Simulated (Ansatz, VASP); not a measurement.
**One calculation of BiTe, two programs**

```
Bi Te
1.0
     0.00000    3.27757    3.27757
     3.27757    0.00000    3.27757
     3.27757    3.27757    0.00000
Bi Te
1 1
Direct
  0.00000 0.00000 0.00000
  0.50000 0.50000 0.50000
```

Change from the starting cell: volume scaled by 1.04, ions relaxed.

Alike in both runs: functional PBE; k mesh 13 × 13 × 13; occupations fermi-dirac, width 0.05 eV; no spin polarisation.

Ansatz relaxed the structure, and its values are those at the end. VASP's run is a single point on that final structure, the one shown.

|  | VASP | Ansatz |
| --- | --- | --- |
| version | VASP 6.6.1 | Ansatz 0.2.0 |
| potentials or method | VASP PAW PBE potentials, release 64 (Bi_d, Te) | plane-wave PAW, scalar-relativistic |
| plane-wave cutoff (eV) | 520 | 420 |
| valence electrons in the cell | 21 | 31 |

VASP gave:

| Item | Value |
| --- | --- |
| pressure (GPa) | -1.1 |

Problem. Estimate Ansatz's values.

Solution. Pressure (GPa): -1.0.

VASP's potentials hold 21 valence electrons a cell and Ansatz's 31, so a difference there can come from the potentials and not from the codes. Ansatz's warnings: stress scf threshold loose.

Spin-orbit coupling is off throughout.
